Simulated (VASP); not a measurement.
The system is SnO.

```
Sn O
1.0
     4.12550    0.00000    0.00000
    -2.06275    3.57279    0.00000
     0.00000    0.00000    5.18540
Sn O
2 2
Cartesian
  0.0000 2.3819 1.2964
  2.0627 1.1909 3.8891
  2.0627 1.1909 1.2964
  0.0000 2.3819 3.8891
```

Base run:

- Program: VASP 6.6.1
- Functional: PBE
- Potentials or basis: VASP PAW PBE potentials, release 64 (Sn_d, O)
- Cutoff: 520 eV
- k mesh: 12 × 12 × 6
- Occupations: fermi-dirac, width 0.02 eV
- Spin: no spin polarisation

Its results: band gap on the k mesh 0.41 eV, direct; pressure 2.6 GPa.

**Question.** The run is repeated on the same cell with these changes: functional from PBE to r2SCAN; occupations from fermi-dirac, width 0.02 eV to gaussian, width 0.01 eV. What comes out?

**Answer.** Band gap on the k mesh 0.57 eV, direct; pressure 0.3 GPa.

Caveats: spin-orbit coupling is left out, which moves the levels of the heavy elements; the PAW data sets were made with another functional, which shifts forces and pressure a little (some runs).

A k mesh can miss the band edges.
